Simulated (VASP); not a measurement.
Here is a VASP 6.6.1 calculation.

INCAR

```
ALGO     = Normal         # electronic algorithm
EDIFF    = 1E-7           # SCF threshold, eV
ENCUT    = 520            # plane-wave cutoff, eV
GGA      = PE             # functional
ISIF     = 2              # what is computed and relaxed
ISMEAR   = 0              # smearing method
LASPH    = T              # aspherical terms in the spheres
LCHARG   = T              # write CHGCAR
LELF     = T              # ELF
LREAL    = F              # projectors in reciprocal space
LVHAR    = T            
LWAVE    = F              # write WAVECAR
NBANDS   = 14             # bands
NELM     = 80             # most SCF steps
PREC     = Accurate       # precision mode
SIGMA    = 0.15           # smearing width, eV
```

The input KPOINTS:

```
k-points
0
Gamma
  18 18 18
```

POSCAR

```
ZrB
1.0
   -0.0116250000      2.3250000000      2.3250000000
    2.3133750000      0.0000000000      2.3133750000
    2.3250000000      2.3250000000     -0.0116250000
Zr B
1 1
Direct
    0.0000000000      0.0000000000      0.0000000000
    0.5000000000      0.5000000000      0.5000000000
```

Potentials or basis: VASP PAW PBE potentials, release 64 (Zr_sv, B).

The run is started by

```console
$ cat potpaw_PBE.64/Zr_sv/POTCAR potpaw_PBE.64/B/POTCAR > POTCAR
$ mpirun -np 1 vasp_std > vasp.out
```

Problem. Estimate the band gap on the k mesh.

Solution. Zero (an odd number of electrons rules out a gap without spin polarisation).

Problem. Estimate the pressure.

Solution. 35.0 GPa.

Stress tensor (GPa, compression positive):
```
34.99  0.00  0.58
 0.00 35.00  0.00
 0.58  0.00 34.99
```

Caveat: the cell differs from its parent crystal (strain -0.0100 x Voigt [0, 0, 0, 0, 1, 0]); the cell stands under pressure.
